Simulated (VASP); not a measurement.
A run of VASP 6.6.1 is set up as follows.

The input INCAR:

```
PREC = Accurate
ENCUT = 520
EDIFF = 1E-6
ISMEAR = 0
SIGMA = 0.15
LREAL = False
LASPH = True
NELM = 60
ALGO = Fast
ISIF = 2
LWAVE = False
LCHARG = False
GGA = PS
NBANDS = 12
```

Contents of KPOINTS:

```
regular mesh
0
Gamma
  24 24 24
```

The input POSCAR:

```
Cu
1.0
    0.0000000000      1.8087951325      2.0050494044
    1.8087951325      0.0000000000      2.0050494044
    1.8087951325      1.8087951325      0.0000000000
Cu
1
Direct
    0.0000000000      0.0000000000      0.0000000000
```

Potentials or basis: VASP PAW PBE potentials, release 64 (Cu).

Command:

```console
$ cat potpaw_PBE.64/Cu/POTCAR > POTCAR
$ mpirun -np 1 vasp_std > vasp.out
```

(1) Predict the pressure.

Answers

(1) -15.8 GPa.

Caveat: the PAW data sets were made with another functional, which shifts forces and pressure a little.
